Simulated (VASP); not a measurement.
Input of a VASP 6.6.1 run:

INCAR

```
SYSTEM = WC
ALGO = Normal
EDIFF = 1E-6
ENCUT = 520
GGA = PS
ISIF = 2
ISMEAR = -1
LASPH = .TRUE.
LCHARG = .FALSE.
LREAL = .FALSE.
LWAVE = .FALSE.
NBANDS = 16
NELM = 80
PREC = Accurate
SIGMA = 0.05
```

File KPOINTS:

```
k-points
0
G
  10 10 10
  0 0 0
```

Contents of POSCAR:

```
WC
1.0
    0.0000000000      2.1479227872      2.1479227872
    2.1479227872      0.0000000000      2.1479227872
    2.1479227872      2.1479227872      0.0000000000
W C
1 1
Direct
    0.0000000000      0.0000000000      0.0000000000
    0.5000000000      0.5000000000      0.5000000000
```

Potentials or basis: VASP PAW PBE potentials, release 64 (W_sv, C).

Run with:

```console
$ cat potpaw_PBE.64/W_sv/POTCAR potpaw_PBE.64/C/POTCAR > POTCAR
$ mpirun -np 1 vasp_std > vasp.out
```

**Question.** Estimate the band gap on the k mesh.

**Answer.** Zero (band 9 reaches 14.40 eV, above the bottom of band 10 at 10.90 eV).

**Question.** Predict the pressure.

**Answer.** 15.6 GPa.

Caveat: the PAW data sets were made with another functional, which shifts forces and pressure a little; spin-orbit coupling is left out, which moves the levels of the heavy elements.
